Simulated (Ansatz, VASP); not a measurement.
# Two plane-wave programs on Y2MgC2

```xyz
5
Lattice="1.8416 1.0632 8.4084 -1.8416 1.0632 8.4084 0.0000 -2.1265 8.4084" Properties=species:S:1:pos:R:3 pbc="T T T"
Y     0.0000    0.0000    6.5288
Y     0.0000    0.0000   18.6963
Mg    0.0000    0.0000   12.6125
C     0.0000    0.0000   22.3997
C     0.0000    0.0000    2.8253
```

Alike in both runs: functional PBE; k mesh 12 × 12 × 12; occupations gaussian, width 0.1 eV; no spin polarisation.

Ansatz relaxed the structure, and its values are those at the end. VASP's run is a single point on that final structure, the one shown.

|  | VASP | Ansatz |
| --- | --- | --- |
| version | VASP 6.6.1 | Ansatz 0.2.0 |
| potentials or method | VASP PAW PBE potentials, release 64 (Y_sv, Mg, C), cutoff 520 eV | scalar-relativistic, plane waves, PAW |
| valence electrons in the cell | 32 | 40 |

Ansatz gave:

| Property | Result |
| --- | --- |
| gap on the k mesh at the Fermi level (eV) | none |
| pressure (GPa) | 0.0 |

What did VASP give for the same quantities?

gap on the k mesh at the Fermi level (eV): none; pressure (GPa): -0.1.

A gap of «none» marks a metal or a gap that the smearing closes. VASP's potentials hold 32 valence electrons a cell and Ansatz's 40, so a difference there can come from the potentials and not from the codes.
